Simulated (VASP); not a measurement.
# Lu (P6_3/mmc) in VASP: notebook, part 2 of 2

VASP 6.6.1. Earlier steps stand in the parts before.

**3. Single point, BLYP (32.24 Å³/atom)**

This run uses another cell than the first one, of 32.24 Å³/atom.

Contents of INCAR:

```
AGGAC    = 1.0          
AGGAX    = 1.0          
ALDAC    = 0.0          
ALDAX    = 1.0          
ALGO     = Normal         # electronic algorithm
EDIFF    = 1E-7           # SCF threshold, eV
ENCUT    = 520            # plane-wave cutoff, eV
GGA      = B5             # functional
ISIF     = 2              # what is computed and relaxed
ISMEAR   = -1             # smearing method
LASPH    = T              # aspherical terms in the spheres
LCHARG   = F              # write CHGCAR
LREAL    = F              # projectors in reciprocal space
LWAVE    = F              # write WAVECAR
NBANDS   = 32             # bands
NELM     = 60             # most SCF steps
PREC     = Accurate       # precision mode
SIGMA    = 0.1            # smearing width, eV
```

Contents of KPOINTS:

```
k-points
0
Gamma
  17 17 10
```

Contents of POSCAR:

```
Lu
1.0
    3.6299958241      0.0000000000      0.0000000000
   -1.8149979121      3.1436685993      0.0000000000
    0.0000000000      0.0000000000      5.6503868801
Lu
2
Direct
    0.3333333333      0.6666666667      0.2500000000
    0.6666666667      0.3333333333      0.7500000000
```

Potentials or basis: VASP PAW PBE potentials, release 64 (Lu).

Run with:

```sh
$ cat potpaw_PBE.64/Lu/POTCAR > POTCAR
$ mpirun -np 1 vasp_std > vasp.out
```

OUTCAR:

```text
EDIFF = 1E-7
   ENCUT = 520
   GGA = B5
   ISIF = 2
   ISMEAR = -1
   LASPH = T
   LREAL = F
   NELM = 60
   PREC = Accurate

 ion  position               nearest neighbor table
   1  0.333  0.667  0.250-   2 3.52   2 3.52   2 3.52   2 3.52   2 3.52   2 3.52
   2  0.667  0.333  0.750-   1 3.52   1 3.52   1 3.52   1 3.52   1 3.52   1 3.52

  LATTYP: Found a hexagonal cell.
 ALAT       =     3.6299958241
 C/A-ratio  =     1.5565821984

  Lattice vectors:

 A1 = (   3.6299958241,   0.0000000000,   0.0000000000)
 A2 = (  -1.8149979121,   3.1436685993,   0.0000000000)
 A3 = (   0.0000000000,   0.0000000000,   5.6503868801)

Analysis of symmetry for initial positions (statically):
=====================================================================
 Subroutine PRICEL returns:
 Original cell was already a primitive cell.

 Routine SETGRP: Setting up the symmetry group for a
 hexagonal supercell.

 Subroutine GETGRP returns: Found 24 space group operations
 (whereof 12 operations were pure point group operations)
 out of a pool of 24 trial point group operations.
[... 160 lines left out ...]
  ---------------------------------------------------
  free energy    TOTEN  =        -7.02596779 eV

  energy without entropy =       -6.90747664  energy(sigma->0) =       -6.96672221

 E-fermi :   2.3221     XC(G=0):  -9.7250

 val. band max:        2.3187884998   @ k =   0.4706   0.0588   0.4000
 cond. band min:       2.3248741803   @ k =   0.1765   0.1176   0.3000
 fundamental gap:      0.0060856804
 Fermi energy:         2.3221456301

 k-point     1 :       0.0000    0.0000    0.0000
  band No.  band energies     occupation
      1     -53.9269      2.00000
      2     -53.9037      2.00000
      3     -24.9869      2.00000
      4     -24.6871      2.00000
      5     -24.6871      2.00000
      6     -24.6239      2.00000
[... 829 lines left out ...]
     31       6.0831      0.00000
     32       6.7778      0.00000

 [... further k-points ...]

------------------------ aborting loop because EDIFF is reached ----------------------------------------

  FORCE on cell =-STRESS in cart. coord.  units (eV):
  Direction    XX          YY          ZZ          XY          YZ          ZX
  --------------------------------------------------------------------------------------
  -------------------------------------------------------------------------------------
  Total       -1.1431885     -1.1431885     -1.1178538      0.0000000      0.0000000     -0.0000000
  in kB      -28.4058225    -28.4058225    -27.7763090      0.0000000      0.0000000     -0.0000000
  external PRESSURE =     -28.1959847 kB  Pullay stress =       0.0000000 kB

 VOLUME and BASIS-vectors are now :
 -----------------------------------------------------------------------------
  energy-cutoff  :      520.00
  volume of cell :       64.48
      direct lattice vectors                 reciprocal lattice vectors
     3.629995824  0.000000000  0.000000000     0.275482411  0.159049844  0.000000000
    -1.814997912  3.143668599  0.000000000     0.000000000  0.318099688  0.000000000
     0.000000000  0.000000000  5.650386880     0.000000000  0.000000000  0.176979032

 POSITION                                       TOTAL-FORCE (eV/Angst)
 -----------------------------------------------------------------------------------
     -0.00000      2.09578      1.41260        -0.000000      0.000000      0.000000
      1.81500      1.04789      4.23779         0.000000     -0.000000      0.000000
 -----------------------------------------------------------------------------------
    total drift:                                0.000000     -0.000000      0.000000

  FREE ENERGIE OF THE ION-ELECTRON SYSTEM (eV)
  ---------------------------------------------------
  free  energy   TOTEN  =        -7.0259677906 eV

  energy  without entropy=       -6.9074766385  energy(sigma->0) =       -6.96672221
```

OSZICAR:

```text
N       E                     dE             d eps       ncg     rms          rms(c)
DAV:   1     0.253815006614E+03    0.25382E+03   -0.19452E+04 18336   0.504E+03
DAV:   2     0.235868620360E+02   -0.23023E+03   -0.22200E+03 13728   0.561E+02
DAV:   3    -0.418707537295E+01   -0.27774E+02   -0.27302E+02 17928   0.118E+02
DAV:   4    -0.711236330740E+01   -0.29253E+01   -0.29078E+01 19912   0.255E+01
DAV:   5    -0.719849718809E+01   -0.86134E-01   -0.86064E-01 19368   0.464E+00    0.532E+00
DAV:   6    -0.704125842011E+01    0.15724E+00   -0.67960E-01 19064   0.103E+01    0.237E+00
DAV:   7    -0.702590802123E+01    0.15350E-01   -0.11037E-01 18472   0.216E+00    0.560E-01
DAV:   8    -0.702510881145E+01    0.79921E-03   -0.15778E-02 18904   0.997E-01    0.134E-01
DAV:   9    -0.702592180918E+01   -0.81300E-03   -0.22770E-03 15232   0.285E-01    0.919E-02
DAV:  10    -0.702596518511E+01   -0.43376E-04   -0.34256E-04 20704   0.120E-01    0.931E-03
DAV:  11    -0.702596481131E+01    0.37380E-06   -0.25067E-05 16176   0.275E-02    0.175E-02
DAV:  12    -0.702596743919E+01   -0.26279E-05   -0.37949E-06 17768   0.140E-02    0.446E-03
DAV:  13    -0.702596815479E+01   -0.71560E-06   -0.12990E-06 15928   0.111E-02    0.416E-03
DAV:  14    -0.702596782844E+01    0.32635E-06   -0.21328E-07 12176   0.394E-03    0.840E-04
DAV:  15    -0.702596779062E+01    0.37817E-07   -0.24200E-08  9032   0.150E-03
   1 F= -.70259678E+01 E0= -.69667222E+01  d E =-.118491E+00
```

Run time: 4.9 min. Hardware: 1 thread of Oxide Virtual Turin-like, shared host; peak memory 0.4 GiB.

Results:

```
Free energy            : -7.0260 eV
Pressure               : -2.8 GPa
Band gap on the k mesh : zero (bands 25 and 26 overlap by 1.66 eV)
```

Levels at points of the mesh, in eV from the Fermi level:
```csv
k point,band 22,band 23,band 24,band 25,band 26,band 27,band 28,band 29
"(0.00, 0.00, 0.00)",-5.17,-5.16,-2.22,0.61,1.93,1.93,2.33,2.57
"(0.00, 0.00, 0.50)",-5.16,-4.13,-4.13,1.12,1.12,1.84,1.84,1.84
```

Caveat: the PAW data sets were made with another functional, which shifts forces and pressure a little; spin-orbit coupling is left out, which moves the levels of the heavy elements.
